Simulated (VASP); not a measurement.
Write the native input for VASP 6.6.1 that does the following.

```yaml
Task: single point
Functional: HSE06
Potentials_or_basis: VASP PAW PBE potentials, release 64 (Zr_sv, O)
Cutoff: 520 eV
k_mesh: 6 × 6 × 6
Occupations: gaussian, width 0.01 eV
Spin: no spin polarisation
Dipole_correction: no
Grid_for_exact_exchange_PRECFOCK: Normal
Further_INCAR_settings: ALGO = Normal; EDIFF = 1e-06; NBANDS = 19
Share_of_exact_exchange: 0.25
Screening_parameter: 0.2079 1/Å
```

The system is ZrO2.

```
CELL_PARAMETERS angstrom
0.00000 2.54471 2.54471
2.54471 0.00000 2.54471
2.54471 2.54471 0.00000
ATOMIC_POSITIONS crystal
Zr 0.00000 0.00000 0.00000
O 0.25000 0.25000 0.25000
O 0.75000 0.75000 0.75000
```

The input as run:

POSCAR

```
ZrO2
1.0
    0.0000000000      2.5447136188      2.5447136188
    2.5447136188      0.0000000000      2.5447136188
    2.5447136188      2.5447136188      0.0000000000
Zr O
1 2
Direct
    0.0000000000      0.0000000000      0.0000000000
    0.2500000000      0.2500000000      0.2500000000
    0.7500000000      0.7500000000      0.7500000000
```

INCAR.step1

```
ALGO = Normal
EDIFF = 1E-5
ENCUT = 520
GGA = PE
GGA_COMPAT = F
ISIF = 2
ISMEAR = 0
LASPH = T
LCHARG = F
LREAL = F
LWAVE = T
NBANDS = 19
NELM = 120
PREC = Accurate
SIGMA = 0.01
```

INCAR.step2

```
ALGO = Normal
EDIFF = 1E-6
ENCUT = 520
GGA = PE
GGA_COMPAT = F
HFSCREEN = 0.2079
ISIF = 2
ISMEAR = 0
ISTART = 1
LASPH = T
LCHARG = F
LHFCALC = T
LREAL = F
LWAVE = F
NBANDS = 19
NELM = 120
PREC = Accurate
PRECFOCK = Normal
SIGMA = 0.01
```

KPOINTS

```
k-points
0
Gamma
  6 6 6
```

Potentials or basis: VASP PAW PBE potentials, release 64 (Zr_sv, O).

Command:

```bash
$ cat potpaw_PBE.64/Zr_sv/POTCAR potpaw_PBE.64/O/POTCAR > POTCAR
$ cp INCAR.step1 INCAR
$ mpirun -np 1 vasp_std > vasp.out
$ cp INCAR.step2 INCAR
$ mpirun -np 1 vasp_std > vasp.out
```

Results of the run:

The pressure is -2.5 GPa and the band gap on the k mesh is 4.97 eV (least direct gap 5.37 eV).

Caveat: the PAW data sets were made with another functional, which shifts forces and pressure a little.

Run time: 2 h on 1 thread of AMD EPYC 7R43 64-Core Processor (Zen 3) (shared host), peak memory 0.24 GiB.
